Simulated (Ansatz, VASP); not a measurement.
## AlN in VASP and in Ansatz

```
Al N
1.0
     0.00000    1.87102    1.87102
     1.87102    0.00000    1.87102
     1.87102    1.87102    0.00000
Al N
1 1
Direct
  0.00000 0.00000 0.00000
  0.25000 0.25000 0.25000
```

Change from the starting cell: volume scaled by 0.64, PAW files.

Alike in both runs: task single point; functional LDA; k mesh 17 × 17 × 17; occupations fermi-dirac, width 0.1 eV; no spin polarisation.

```csv
,VASP,Ansatz
version,VASP 6.6.1,Ansatz 0.2.0
potentials or method,"VASP PAW LDA potentials, release 64 (Al, N)","PAW with Ansatz's default frozen-core files, scalar-relativistic"
plane-wave cutoff (eV),520,420
valence electrons in the cell,8,8
```

|  | VASP | Ansatz | Ansatz less VASP |
| --- | --- | --- | --- |
| pressure (GPa) | 224.2 | 217.0 | -7.18 |

LDA's correlation is that of Perdew and Zunger in VASP and of Perdew and Wang (1992) in Ansatz. Both programs put the cell under a high pressure, so it lies far from rest at this level.

Noted on VASP's run: the cell as given lies far from equilibrium.
